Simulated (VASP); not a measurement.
A run of VASP 6.6.1:

The input POSCAR:

```
TiCo2
1.0
    0.0000000000      3.3520000000      3.3520000000
    3.3520000000      0.0000000000      3.3520000000
    3.3520000000      3.3520000000      0.0000000000
Ti Co
2 4
Direct
    0.5000000000      0.5000000000      0.5000000000
    0.7500000000      0.7500000000      0.7500000000
    0.1250000000      0.1250000000      0.1250000000
    0.6250000000      0.1250000000      0.1250000000
    0.1250000000      0.1250000000      0.6250000000
    0.1250000000      0.6250000000      0.1250000000
```

Contents of INCAR.step1:

```
ALGO     = Normal         # electronic algorithm
EDIFF    = 1E-4           # SCF threshold, eV
ENCUT    = 520            # plane-wave cutoff, eV
GGA      = PE             # functional
ISMEAR   = 0              # smearing method
ISPIN    = 2              # spin polarisation
LASPH    = T              # aspherical terms in the spheres
LCHARG   = F              # write CHGCAR
LMAXMIX  = 4              # l up to which the mixer works
LREAL    = F              # projectors in reciprocal space
LWAVE    = T              # write WAVECAR
MAGMOM   = -0.73 -0.73 1.71 1.71 1.71 1.71 # initial moments
NBANDS   = 43             # bands
NELM     = 150            # most SCF steps
PREC     = Accurate       # precision mode
SIGMA    = 0.1            # smearing width, eV
```

INCAR.step2

```
ALGO     = Normal         # electronic algorithm
EDIFF    = 1E-6           # SCF threshold, eV
ENCUT    = 520            # plane-wave cutoff, eV
ISIF     = 2              # what is computed and relaxed
ISMEAR   = 0              # smearing method
ISPIN    = 2              # spin polarisation
ISTART   = 1            
LASPH    = T              # aspherical terms in the spheres
LCHARG   = T              # write CHGCAR
LELF     = T              # ELF
LMAXMIX  = 4              # l up to which the mixer works
LMIXTAU  = T            
LORBIT   = 11             # projections on sites
LREAL    = F              # projectors in reciprocal space
LVHAR    = T            
LWAVE    = F              # write WAVECAR
MAGMOM   = -0.73 -0.73 1.71 1.71 1.71 1.71 # initial moments
METAGGA  = R2SCAN         # meta-GGA
NBANDS   = 43             # bands
NELM     = 150            # most SCF steps
PREC     = Accurate       # precision mode
SIGMA    = 0.1            # smearing width, eV
```

KPOINTS

```
k-points
0
Gamma
  4 4 4
```

Potentials or basis: VASP PAW PBE potentials, release 64 (Ti_sv, Co).

Launch:

```sh
$ cat potpaw_PBE.64/Ti_sv/POTCAR potpaw_PBE.64/Co/POTCAR > POTCAR
$ cp INCAR.step1 INCAR
$ mpirun -np 1 vasp_std > vasp.out
$ cp INCAR.step2 INCAR
$ mpirun -np 1 vasp_std > vasp.out
```

Hardware: 1 thread of Intel Xeon 8259CL, on a shared host.

Task: How long does it take, and how much memory?

Result: It took 14 min on 1 thread of Intel Xeon 8259CL, with other jobs on the host, peak memory 0.29 GiB. Counts: k points 8.
